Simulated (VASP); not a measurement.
# Si3Bi (Fm-3m) in VASP: further runs

The runs below take Si3Bi through relaxation of cell and atoms, single point, with PBE.

Program: VASP 6.6.1. These are calculated values, not measurements. Logs are shortened: lines on timing, memory, paths and dates and some standing lists are left out, and cuts for length are marked.

### Step 1. The cell of the first run

It takes space group Fm-3m (No. 225, cubic). Conventional cell: a = 6.946 Å, b = 6.946 Å, c = 6.946 Å, α = 90.00°, β = 90.00°, γ = 90.00°. Within 4.0 Å of Si (site symmetry -43m) lie 10 Si at 3.01 to 3.47 Å and 4 Bi at 3.01 Å. Si (site symmetry m-3m) has 8 Si at 3.01 Å and 6 Bi at 3.47 Å within 4.0 Å. Bi (site symmetry m-3m) has 14 Si at 3.01 to 3.47 Å within 4.0 Å.

The cell was generated, and may not be a known phase.

### Step 2. Relaxation of cell and atoms, PBE

Input file INCAR:

```
PREC     = Accurate       # precision mode
ENCUT    = 600            # plane-wave cutoff, eV
EDIFF    = 1E-6           # SCF threshold, eV
ISMEAR   = 0              # smearing method
SIGMA    = 0.1            # smearing width, eV
LREAL    = F              # projectors in reciprocal space
LASPH    = T              # aspherical terms in the spheres
NELM     = 80             # most SCF steps
ALGO     = Normal         # electronic algorithm
ISIF     = 3              # what is computed and relaxed
LWAVE    = F              # write WAVECAR
LCHARG   = F              # write CHGCAR
GGA      = PE             # functional
IBRION   = 2              # ionic algorithm
NSW      = 90             # ionic steps
EDIFFG   = -0.04          # ionic threshold
```

Input file KPOINTS:

```
Automatic mesh
0
Gamma
  4 4 4
```

Input file POSCAR:

```
Si3Bi
1.0
    0.0000000000      3.4727639700      3.4727639700
    3.4727639700      0.0000000000      3.4727639700
    3.4727639700      3.4727639700      0.0000000000
Si Bi
3 1
Direct
    0.2500000000      0.2500000000      0.2500000000
    0.7500000000      0.7500000000      0.7500000000
    0.5000000000      0.5000000000      0.5000000000
    0.0000000000      0.0000000000      0.0000000000
```

Potentials or basis: VASP PAW PBE potentials, release 64 (Si, Bi_d).

Run with:

```sh
$ cat potpaw_PBE.64/Si/POTCAR potpaw_PBE.64/Bi_d/POTCAR > POTCAR
$ mpirun -np 1 vasp_std > vasp.out
```

OUTCAR:

```text
PREC = Accurate
   ENCUT = 600
   EDIFF = 1E-6
   ISMEAR = 0
   LREAL = F
   LASPH = T
   NELM = 80
   ISIF = 3
   GGA = PE
   IBRION = 2
   NSW = 90
   EDIFFG = -0.04

 ion  position               nearest neighbor table
   1  0.250  0.250  0.250-   3 3.01   4 3.01   4 3.01   4 3.01   4 3.01   3 3.01   3 3.01   3 3.01

   2  0.750  0.750  0.750-   3 3.01   4 3.01   3 3.01   3 3.01   3 3.01   4 3.01   4 3.01   4 3.01

   3  0.500  0.500  0.500-   1 3.01   2 3.01   1 3.01   1 3.01   1 3.01   2 3.01   2 3.01   2 3.01
                             4 3.47   4 3.47   4 3.47   4 3.47   4 3.47   4 3.47
   4  0.000  0.000  0.000-   1 3.01   2 3.01   2 3.01   2 3.01   2 3.01   1 3.01   1 3.01   1 3.01
                             3 3.47   3 3.47   3 3.47   3 3.47   3 3.47   3 3.47

  LATTYP: Found a face centered cubic cell.
 ALAT       =     6.9455279400

  Lattice vectors:

 A1 = (   0.0000000000,   3.4727639700,   3.4727639700)
 A2 = (   3.4727639700,   0.0000000000,   3.4727639700)
 A3 = (   3.4727639700,   3.4727639700,   0.0000000000)

Analysis of symmetry for initial positions (statically):
=====================================================================
 Subroutine PRICEL returns:
 Original cell was already a primitive cell.

 Routine SETGRP: Setting up the symmetry group for a
 face centered cubic supercell.

 Subroutine GETGRP returns: Found 48 space group operations
 (whereof 48 operations were pure point group operations)
 out of a pool of 48 trial point group operations.

The static configuration has the point symmetry O_h .

Analysis of symmetry for dynamics (positions and initial velocities):
=====================================================================
 Subroutine PRICEL returns:
 Original cell was already a primitive cell.

 Routine SETGRP: Setting up the symmetry group for a
 face centered cubic supercell.

 Subroutine GETGRP returns: Found 48 space group operations
 (whereof 48 operations were pure point group operations)
 out of a pool of 48 trial point group operations.

The dynamic configuration has the point symmetry O_h .

 Subroutine INISYM returns: Found 48 space group operations
 (whereof 48 operations are pure point group operations),
 and found     1 'primitive' translations

----------------------------------------------------------------------------------------

                                     Primitive cell

  volume of cell :      83.7637

  direct lattice vectors                    reciprocal lattice vectors
[... 65 lines left out ...]
   PREC   = accura    normal or accurate (medium, high low for compatibility)
   ISTART =      0    job   : 0-new  1-cont  2-samecut
   ICHARG =      2    charge: 1-file 2-atom 10-const
   ISPIN  =      1    spin polarized calculation?
   LNONCOLLINEAR =      F non collinear calculations
   LSORBIT =      F    spin-orbit coupling
   LASPH  =      T    aspherical Exc in radial PAW
   ENCUT  =  600.0 eV  44.10 Ry    6.64 a.u.   9.81  9.81  9.81*2*pi/ulx,y,z
   NELM   =     80;   NELMIN=  2; NELMDL= -5     # of ELM steps
   EDIFF  = 0.1E-05   stopping-criterion for ELM
   LREAL  =      F    real-space projection
   EDIFFG = -.4E-01   stopping-criterion for IOM
   NSW    =     90    number of steps for IOM
   IBRION =      2    ionic relax: 0-MD 1-quasi-New 2-CG
   NFREE  =      1    steps in history (QN), initial steepest desc. (CG)
   ISIF   =      3    stress and relaxation
   ISYM   =      2    0-nonsym 1-usesym 2-fastsym
   POTIM  = 0.5000    time-step for ionic-motion
   TEBEG  =    0.0;   TEEND  =   0.0 temperature during run
   PSTRESS=    0.0 pullay stress
   NELECT =      27.0000    total number of electrons
   NUPDOWN=      -1.0000    fix difference up-down
   EMIN   =  10.00;   EMAX   =-10.00  energy-range for DOS
   EFERMI =   0.00;   METHOD = LEGACY
   ISMEAR =     0;   SIGMA  =   0.10  broadening in eV -4-tet -1-fermi 0-gaus
   EFERMI_NEDOS =   21; number of points for ismear=-14 and -15
   IALGO  =     38    algorithm
   IMIX   =      4    mixing-type and parameters
     AMIX     =   0.40;   BMIX     =  1.00
     AMIX_MAG =   1.60;   BMIX_MAG =  1.00
  volume/ion in A,a.u.               =      20.94       141.32
  Fermi-wavevector in a.u.,A,eV,Ry     =   1.122477  2.121174 17.142726  1.259955
  Thomas-Fermi vector in A             =   2.259137
   LORBIT       =      0    0 simple, 1 ext, 2 COOP (PROOUT), +10 PAW based schemes
   GGA     = PE    functional components
   LHFCALC =     F    Hartree Fock is set to
   AEXX    =    0.0000 exact exchange contribution
   IVDW    =     0    specifies the selected vdW correction
   LEPSILON=     F    determine dielectric tensor
   LRPA    =     F    only Hartree local field effects (RPA)
 conjugate gradient relaxation of ions
 non-spin polarized calculation
 Gauss-broadening in eV      SIGMA  =   0.10
  energy-cutoff  :      600.00
  volume of cell :       83.76
 maximum number of plane-waves:      2826
   NGX = 19   NGY = 19   NGZ = 19

--------------------------------------- Ionic step        1  -------------------------------------------

 number of electron      26.9999999 magnetization

 Free energy of the ion-electron system (eV)
  ---------------------------------------------------
  ext. energy  EPLUGINS =         0.00000000
  ---------------------------------------------------
  free energy    TOTEN  =       -17.19791165 eV

  energy without entropy =      -17.17734900  energy(sigma->0) =      -17.18763033

------------------------ aborting loop because EDIFF is reached ----------------------------------------

  FORCE on cell =-STRESS in cart. coord.  units (eV):
  Direction    XX          YY          ZZ          XY          YZ          ZX
  --------------------------------------------------------------------------------------
  -------------------------------------------------------------------------------------
  Total       -2.5844875     -2.5844875     -2.5844875     -0.0000000     -0.0000000     -0.0000000
  in kB      -49.4343940    -49.4343940    -49.4343940     -0.0000000     -0.0000000     -0.0000000
  external PRESSURE =     -49.4343940 kB  Pullay stress =       0.0000000 kB
[... 63 lines left out ...]
--------------------------------------- Ionic step        3  -------------------------------------------

 number of electron      27.0000001 magnetization

 Free energy of the ion-electron system (eV)
  ---------------------------------------------------
  ext. energy  EPLUGINS =         0.00000000
  ---------------------------------------------------
  free energy    TOTEN  =       -17.30811174 eV

  energy without entropy =      -17.28877568  energy(sigma->0) =      -17.29844371

 E-fermi :   8.7284     XC(G=0): -10.7926

 val. band max:        8.6903709595   @ k =   0.2500   0.2500   0.0000
 cond. band min:       8.7366818095   @ k =   0.2500   0.2500   0.0000
 fundamental gap:      0.0463108500
 Fermi energy:         8.7284021619

 k-point     1 :       0.0000    0.0000    0.0000
  band No.  band energies     occupation
      1     -14.1983      2.00000
      2     -14.1983      2.00000
      3     -14.1983      2.00000
      4     -14.1650      2.00000
      5     -14.1650      2.00000
      6      -5.0663      2.00000
[... 180 lines left out ...]
  FREE ENERGIE OF THE ION-ELECTRON SYSTEM (eV)
  ---------------------------------------------------
  free  energy   TOTEN  =       -17.3081117356 eV

  energy  without entropy=      -17.2887756802  energy(sigma->0) =      -17.29844371

 reached required accuracy - stopping structural energy minimisation
```

CONTCAR:

```text
Si3Bi
   1.00000000000000
    -0.0000000000000000    3.3737607787977768    3.3737607787977768
     3.3737607787977768   -0.0000000000000000    3.3737607787977768
     3.3737607787977768    3.3737607787977768   -0.0000000000000000
  Si              Bi
     3     1
Direct
     0.2500000000000000    0.2500000000000000    0.2500000000000000
     0.7500000000000000    0.7500000000000000    0.7500000000000000
     0.5000000000000000    0.5000000000000000    0.5000000000000000
     0.0000000000000000    0.0000000000000000    0.0000000000000000

  0.00000000E+00  0.00000000E+00  0.00000000E+00
  0.00000000E+00  0.00000000E+00  0.00000000E+00
  0.00000000E+00  0.00000000E+00  0.00000000E+00
  0.00000000E+00  0.00000000E+00  0.00000000E+00
```

Run time: 79 s. Hardware: 1 thread of Intel Xeon 8259CL, shared host; peak memory 0.25 GiB.

Results:

- Free energy: -17.3081 eV
- Relaxed volume: 19.20 Å³/atom
- Relaxed cell: a = 4.771 Å, b = 4.771 Å, c = 4.771 Å, α = 60.00°, β = 60.00°, γ = 60.00°
- Space group after relaxing (to 0.1 Å): Fm-3m (No. 225)
- Energy gained by relaxing: 27.6 meV/atom
- Ionic steps: 3
- Pressure after relaxing: 0.0 GPa

The path:
```tsv
step	energy change (eV)	largest force (eV/Å)	pressure (GPa)	volume (Å³)
1	0.0000	0.0000	-4.94	83.76
2	-0.1093	0.0000	0.51	76.17
3	-0.1102	0.0000	-0.03	76.80
```

Final structure:
```
Si Bi
1.0
     0.00000    3.37376    3.37376
     3.37376    0.00000    3.37376
     3.37376    3.37376    0.00000
Si Bi
3 1
Direct
  0.25000 0.25000 0.25000
  0.75000 0.75000 0.75000
  0.50000 0.50000 0.50000
  0.00000 0.00000 0.00000
```

Caveat: the k points lie up to 0.40 Å⁻¹ apart in the final cell; the highest band is partly filled, so the run has too few bands; spin-orbit coupling is left out, which moves the levels of the heavy elements.

### Step 3. Single point, PBE

This run uses another cell than the first one, of 19.89 Å³/atom.

Input file INCAR:

```
SYSTEM = Si3Bi
PREC = Accurate ; ENCUT = 520
EDIFF = 1E-6 ; ISMEAR = 0
SIGMA = 0.1 ; LREAL = .False.
LASPH = .True. ; NELM = 80
ALGO = Normal ; ISIF = 2
LWAVE = .False. ; LCHARG = .False.
GGA = PE ; NBANDS = 22
```

Input file KPOINTS:

```
regular mesh
0
Gamma
  12 12 12
  0 0 0
```

Input file POSCAR:

```
Si3Bi
1.0
    0.0000000000      3.4134076345      3.4134076345
    3.4134076345      0.0000000000      3.4134076345
    3.4134076345      3.4134076345      0.0000000000
Si Bi
3 1
Direct
    0.2500000000      0.2500000000      0.2500000000
    0.7500000000      0.7500000000      0.7500000000
    0.5000000000      0.5000000000      0.5000000000
    0.0000000000      0.0000000000      0.0000000000
```

Potentials or basis: VASP PAW PBE potentials, release 64 (Si, Bi_d).

Run with:

```sh
$ cat potpaw_PBE.64/Si/POTCAR potpaw_PBE.64/Bi_d/POTCAR > POTCAR
$ mpirun -np 1 vasp_std > vasp.out
```

Wall time 2.5 min (1 thread of Intel Xeon 8259CL, shared host); peak memory 0.27 GiB.

It converged, with:

```yaml
Free_energy: -17.2279 eV
Pressure: 0.0 GPa
Band_gap_on_the_k_mesh: zero (an odd number of electrons rules out a gap without spin polarisation)
```

Levels at points of the mesh, in eV from the Fermi level:
```csv
k point,band 12,band 13,band 14,band 15,band 16,band 17
"(0.00, 0.00, 0.00)",-2.23,-2.05,-2.05,-2.05,-0.91,-0.91
"(0.50, 0.00, 0.00)",-2.86,-2.86,0.78,0.86,2.76,2.76
"(0.50, 0.50, 0.00)",2.08,2.11,2.11,2.18,2.18,2.42
```

Caveat: spin-orbit coupling is left out, which moves the levels of the heavy elements.

(Part 1 of 2 ends here.)
